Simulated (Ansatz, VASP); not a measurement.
KI in VASP and in Ansatz

```
CELL_PARAMETERS angstrom
0.00000 3.54449 3.54449
3.54449 0.00000 3.54449
3.54449 3.54449 0.00000
ATOMIC_POSITIONS crystal
K 0.00000 0.00000 0.00000
I 0.50000 0.50000 0.50000
```

Alike in both runs: task single point; functional r2SCAN; k mesh 6 × 6 × 6; no spin polarisation.

|  | VASP | Ansatz |
| --- | --- | --- |
| version | VASP 6.6.1 | Ansatz 0.2.0 |
| potentials or method | VASP PAW PBE potentials, release 64 (K_sv, I) | plane waves, PAW |
| plane-wave cutoff (eV) | 550 | 500 |
| occupations | gaussian, width 0.01 eV | fixed |
| valence electrons in the cell | 16 | 26 |

Ansatz gave:

```
gap on the k mesh at the Fermi level (eV) : 4.59
pressure (GPa)                            : 0.0
```

Task: What did VASP give for the same quantities?

Result: gap on the k mesh at the Fermi level (eV): 4.58; pressure (GPa): 0.0.

VASP's potentials were made for PBE, not for r2SCAN. VASP's potentials hold 16 valence electrons a cell and Ansatz's 26, so a difference there can come from the potentials and not from the codes.

Spin-orbit coupling is off throughout.
